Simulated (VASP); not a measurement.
# Co5Si3 in VASP: a series of runs, part 2 of 2

VASP 6.6.1.

## (3) Single point, PBE

Input file INCAR:

```
SYSTEM = Co5Si3
PREC = Accurate
ENCUT = 400
EDIFF = 1E-6
ISMEAR = -1
SIGMA = 0.156
LREAL = Auto
LASPH = .True.
NELM = 120
ALGO = Normal
ISIF = 2
LWAVE = .False.
LCHARG = .False.
GGA = PE
ISYM = -1
NBANDS = 71
GGA_COMPAT = .False.
```

Input file KPOINTS:

```
explicit points
1
Reciprocal
  0.25000000   0.25000000   0.25000000 1
```

Input file POSCAR:

```
Co5Si3
1.0
    6.0338460000      0.0132440000      0.0089480000
    0.0132440000      5.8666660000      0.1294660000
    0.0089480000      0.1294660000      6.1142670000
Co Si
10 6
Direct
    0.4649113436      0.7026802443      0.8561971162
    0.5636971654      0.9440128029      0.2436978098
    0.3962166738      0.1650745038      0.8596737953
    0.1558842242      0.4607069571      0.6813806563
    0.2257064878      0.7351597627      0.3149704101
    0.5896328930      0.4322343437      0.1219731349
    0.9440259451      0.2828542539      0.4494530329
    0.0911699129      0.8842281556      0.6846298549
    0.8349450523      0.2078413678      0.9318825169
    0.5327498637      0.5539536622      0.5250115491
    0.8265650865      0.5721390047      0.8076832999
    0.1565386830      0.4440521131      0.0350545112
    0.1527293322      0.9818366370      1.0750207532
    0.8791372938      0.6862596700      0.4142974432
    0.3287707773      0.0880817138      0.5025934543
    0.7053564143      1.0354409090      0.6607779932
```

Potentials or basis: VASP PAW PBE potentials, release 64 (Co, Si).

On the command line:

```
> cat potpaw_PBE.64/Co/POTCAR potpaw_PBE.64/Si/POTCAR > POTCAR
> mpirun -np 1 vasp_std > vasp.out
```

OUTCAR:

```text
SYSTEM = Co5Si3
   PREC = Accurate
   ENCUT = 400
   EDIFF = 1E-6
   ISMEAR = -1
   LREAL = Auto
   LASPH = .True.
   NELM = 120
   ISIF = 2
   GGA = PE
   ISYM = -1

 ion  position               nearest neighbor table
   1  0.465  0.703  0.856-  10 2.28  11 2.33   6 2.35   4 2.61  12 2.61  16 2.68   8 2.69   3 2.74
                            13 2.86   2 2.88
   2  0.564  0.944  0.244-  15 2.31   5 2.41  14 2.62  13 2.69  16 2.77  10 2.81   3 2.82   1 2.88
                             9 2.91   6 2.93
   3  0.396  0.165  0.860-  13 2.22  15 2.29  16 2.36  12 2.46   4 2.47   6 2.58   9 2.70   8 2.73
                             1 2.74   2 2.82  10 3.11
   4  0.156  0.461  0.681-  12 2.16   7 2.21  11 2.24   3 2.47   8 2.51  10 2.52   1 2.61  14 2.65
                            15 2.69   5 2.74   9 2.85
   5  0.226  0.735  0.315-  13 2.06  14 2.19   2 2.41  10 2.47  15 2.49  12 2.51   8 2.59   4 2.74
                             6 3.08
   6  0.590  0.432  0.122-   9 2.32   1 2.35  11 2.50   3 2.58  10 2.62  12 2.67   2 2.93  14 2.96
                             7 3.03   5 3.08
   7  0.944  0.283  0.449-   4 2.21  16 2.39  14 2.40  15 2.60   8 2.83  11 2.91  12 2.96  10 2.99
                             6 3.03   9 3.03
   8  0.091  0.884  0.685-  15 2.15  14 2.43  16 2.49  13 2.51   4 2.51  11 2.52   5 2.59   1 2.69
                             3 2.73   7 2.83   9 2.91
   9  0.835  0.208  0.932-  16 2.13  11 2.24   6 2.32  13 2.47  12 2.49   3 2.70   4 2.85   2 2.91
                             8 2.91   7 3.03
  10  0.533  0.554  0.525-   1 2.28  14 2.32   5 2.47  11 2.49   4 2.52   6 2.62   2 2.81   7 2.99
                            15 3.01   3 3.11
  11  0.827  0.572  0.808-   4 2.24   9 2.24   1 2.33  10 2.49  14 2.49   6 2.50   8 2.52  12 2.52
                             7 2.91  16 2.92
  12  0.157  0.444  0.035-   4 2.16   3 2.46   9 2.49   5 2.51  11 2.52   1 2.61   6 2.67  13 2.71
                             7 2.96
  13  0.153  0.982  0.075-   5 2.06   3 2.22   9 2.47   8 2.51   2 2.69  12 2.71   1 2.86  15 2.92
                            14 3.12
  14  0.879  0.686  0.414-   5 2.19  10 2.32   7 2.40   8 2.43  11 2.49   2 2.62   4 2.65  16 2.79
                             6 2.96  13 3.12
  15  0.329  0.088  0.503-   8 2.15   3 2.29   2 2.31  16 2.49   5 2.49   7 2.60   4 2.69  13 2.92
                            10 3.01
  16  0.705  0.035  0.661-   9 2.13   3 2.36   7 2.39  15 2.49   8 2.49   1 2.68   2 2.77  14 2.79
                            11 2.92

[... 116 lines left out ...]
  volume of cell :      216.33
 maximum number of plane-waves:      3933
 NGX is ok and might be reduce to    40
   NGX = 19   NGY = 19   NGZ = 19

 number of electron     113.9999997 magnetization

 Free energy of the ion-electron system (eV)
  ---------------------------------------------------
  ext. energy  EPLUGINS =         0.00000000
  ---------------------------------------------------
  free energy    TOTEN  =      -101.41508670 eV

  energy without entropy =      -99.63838748  energy(sigma->0) =     -100.52673709

 E-fermi :   8.4925     XC(G=0): -11.7645

 val. band max:        8.4077530055   @ k =   0.2500   0.2500   0.2500
 cond. band min:       8.5134873014   @ k =   0.2500   0.2500   0.2500
 fundamental gap:      0.1057342959
 Fermi energy:         8.4924759134

 k-point     1 :       0.2500    0.2500    0.2500
  band No.  band energies     occupation
      1      -2.5606      2.00000
      2      -1.2183      2.00000
      3      -0.7562      2.00000
      4       0.1930      2.00000
      5       1.1574      2.00000
      6       1.4321      2.00000
[... 61 lines left out ...]
     68      10.6604      0.00000
     69      10.9314      0.00000
 [bands above 69 left out]

------------------------ aborting loop because EDIFF is reached ----------------------------------------

  FORCE on cell =-STRESS in cart. coord.  units (eV):
  Direction    XX          YY          ZZ          XY          YZ          ZX
  --------------------------------------------------------------------------------------
  -------------------------------------------------------------------------------------
  Total      -15.5853314    -20.0177260    -12.9080527      2.3664008     -1.3467692      1.3019538
  in kB     -115.4257373   -148.2522714    -95.5976780     17.5256813     -9.9742395      9.6423345
  external PRESSURE =    -119.7585622 kB  Pullay stress =       0.0000000 kB

 VOLUME and BASIS-vectors are now :
 -----------------------------------------------------------------------------
  energy-cutoff  :      400.00
  volume of cell :      216.33
      direct lattice vectors                 reciprocal lattice vectors
     6.033846000  0.013244000  0.008948000     0.165732932 -0.000368962 -0.000234731
     0.013244000  5.866666000  0.129466000    -0.000368962  0.170535073 -0.003610440
     0.008948000  0.129466000  6.114267000    -0.000234731 -0.003610440  0.163628695

 POSITION                                       TOTAL-FORCE (eV/Angst)
 -----------------------------------------------------------------------------------
      2.82217      4.23940      5.33015        -0.726843      0.811699      1.097923
      3.41595      5.57722      1.61730         0.829491      0.199134      0.279197
      2.40059      1.08498      5.28119         0.946724      0.193945      0.176834
      0.95278      2.79309      4.22718         1.276930      0.606794     -0.903358
      1.37443      4.35670      2.02301         0.704162     -2.118358      0.748074
      3.56457      2.55938      0.80701        -0.644745      0.476620      0.576914
[... 8 lines left out ...]
      1.98942      0.58617      3.08734         0.090335      0.984802     -1.032596
      4.26239      0.30281      4.05107         0.167199     -1.119523     -1.240358
 -----------------------------------------------------------------------------------
    total drift:                                0.000344      0.003329     -0.005105

  FREE ENERGIE OF THE ION-ELECTRON SYSTEM (eV)
  ---------------------------------------------------
  free  energy   TOTEN  =      -101.4150867011 eV

  energy  without entropy=      -99.6383874754  energy(sigma->0) =     -100.52673709
```

OSZICAR:

```text
N       E                     dE             d eps       ncg     rms          rms(c)
DAV:   1     0.757704500221E+03    0.75770E+03   -0.39896E+04   142   0.149E+03
DAV:   2    -0.335516154191E+02   -0.79126E+03   -0.76632E+03   142   0.368E+02
DAV:   3    -0.110713426618E+03   -0.77162E+02   -0.69120E+02   157   0.136E+02
[... 20 lines left out ...]
DAV:  24    -0.101415201108E+03    0.25956E-03   -0.42277E-04   212   0.212E-01    0.162E-01
DAV:  25    -0.101415143104E+03    0.58003E-04   -0.77231E-05   212   0.773E-02    0.113E-01
DAV:  26    -0.101415097705E+03    0.45400E-04   -0.41795E-05   220   0.631E-02    0.517E-02
DAV:  27    -0.101415086926E+03    0.10779E-04   -0.23864E-05   212   0.421E-02    0.148E-02
DAV:  28    -0.101415086701E+03    0.22487E-06   -0.49158E-06   141   0.177E-02
   1 F= -.10141509E+03 E0= -.10052674E+03  d E =-.177670E+01
```

stdout:

```text
POSCAR found type information on POSCAR CoSi
 POSCAR found :  2 types and      16 ions
 scaLAPACK will be used
 LDA part: xc-table for (Slater+PW92), standard interpolation
 POSCAR, INCAR and KPOINTS ok, starting setup
 FFT: planning ... GRIDC
 FFT: planning ... GRID_SOFT
 FFT: planning ... GRID
 WAVECAR not read
 entering main loop
```

Wall time 42 s (1 thread of Intel Xeon 6975P-C (Granite Rapids), shared host); peak memory 0.24 GiB.

What came out:

* Free energy: -101.4151 eV
* Pressure: -12.0 GPa
* Largest force: 2.354 eV/Å

Forces on the atoms (eV/Å):
```
Co  -0.727  0.812  1.098
Co   0.829  0.199  0.279
Co   0.947  0.194  0.177
Co   1.277  0.607 -0.903
Co   0.704 -2.118  0.748
Co  -0.645  0.477  0.577
Co  -0.843 -0.830 -1.020
Co  -1.590  0.123  0.884
Co   1.284 -0.436  1.434
Co   0.926 -0.492 -0.659
Si  -1.650  0.645  0.114
Si   1.026  0.052  1.860
Si  -0.795  0.724 -1.654
Si  -1.001  0.178 -0.661
Si   0.090  0.985 -1.033
Si   0.167 -1.120 -1.240
```

Stress tensor (GPa, compression positive):
```
-11.54   1.75   0.96
  1.75 -14.83  -1.00
  0.96  -1.00  -9.56
```

Caveat: the atoms stand as in a frame of molecular dynamics. Spin polarisation is off, so any magnetic state and its effect on volume and gap are missing.

## (4) Single point, PBE

INCAR is that of step 3.

KPOINTS is that of step 3.

Input file POSCAR:

```
Co5Si3
1.0
    6.0338460000      0.0132440000      0.0089480000
    0.0132440000      5.8666660000      0.1294660000
    0.0089480000      0.1294660000      6.1142670000
Co Si
10 6
Direct
    0.4142444235      0.6867287637      0.9203069337
    0.6330808513      1.0383712710      0.2677077101
    0.5074877335      0.2520068985      0.8429358212
    0.1255623647      0.4575605835      0.6944675346
    0.2894760920      0.6433139550      0.2906560154
    0.6375156903      0.4364741825      0.1916448763
    0.9207881988      0.2475638506      0.3640002450
    0.1109605877      0.9115910048      0.6338612762
    0.8624211432      0.1826636627      0.9712155720
    0.6082820006      0.5471176742      0.5413564628
    0.8257471017      0.5263140861      0.8752402267
    0.2257485557      0.3727510519      0.0234985509
    0.2200420731      0.9512558898      1.0689074861
    0.9353031025      0.6243673431      0.3133655376
    0.2882590365      0.2362545008      0.4693127946
    0.7409190294      0.9353613860      0.6249164061
```

On the command line:

```
> cat potpaw_PBE.64/Co/POTCAR potpaw_PBE.64/Si/POTCAR > POTCAR
> mpirun -np 1 vasp_std > vasp.out
```

It took 36 s on 1 thread of Intel Xeon 6975P-C (Granite Rapids), shared host; peak memory 0.24 GiB.

It converged, with:

* Free energy: -100.6931 eV
* Pressure: -8.9 GPa
* Largest force: 3.349 eV/Å

Forces on the atoms (eV/Å):
```
Co   1.502  0.022 -1.681
Co  -2.520 -1.573 -0.228
Co  -0.050 -0.951 -1.349
Co   0.543  1.762 -1.306
Co   0.319 -0.324  0.979
Co  -1.208  0.440 -1.288
Co   1.931 -0.841  1.362
Co   0.321 -0.303  0.228
Co   2.177 -2.529  0.272
Co   0.271  0.680  1.203
Si  -2.127  2.039 -0.887
Si  -0.953  0.052  2.142
Si  -0.797  0.916 -0.304
Si  -1.015  1.295  1.123
Si   2.064 -0.995 -0.553
Si  -0.458  0.310  0.286
```

Stress tensor (GPa, compression positive):
```
-7.85 -2.84  0.33
-2.84 -9.22  0.14
 0.33  0.14 -9.54
```

Levels at points of the mesh, in eV from the Fermi level:
```tsv
k point	band 55	band 56	band 57	band 58	band 59	band 60
(0.25, 0.25, 0.25)	-0.29	-0.17	-0.09	0.05	0.07	0.24
```

Caveat: the atoms stand as in a frame of molecular dynamics. Spin polarisation is off, so any magnetic state and its effect on volume and gap are missing.

## (5) The runs side by side

| cell | pressure (GPa) | largest force (eV/Å) |
| --- | --- | --- |
| as given, atomic positions A | -9.7 | 4.92 |
| as given, atomic positions B | -12.0 | 2.35 |
| as given, atomic positions C | -8.9 | 3.35 |

Alike in all rows: task single point; level PBE; potentials or basis VASP PAW PBE potentials, release 64 (Co, Si); no spin polarisation; k mesh 1 × 1 × 1, shifted; cutoff (eV) 400; smearing fermi-dirac 0.156 eV.

Caveats: the atoms stand as in a frame of molecular dynamics.

Absolute energies hang on the potentials; compare differences alone.
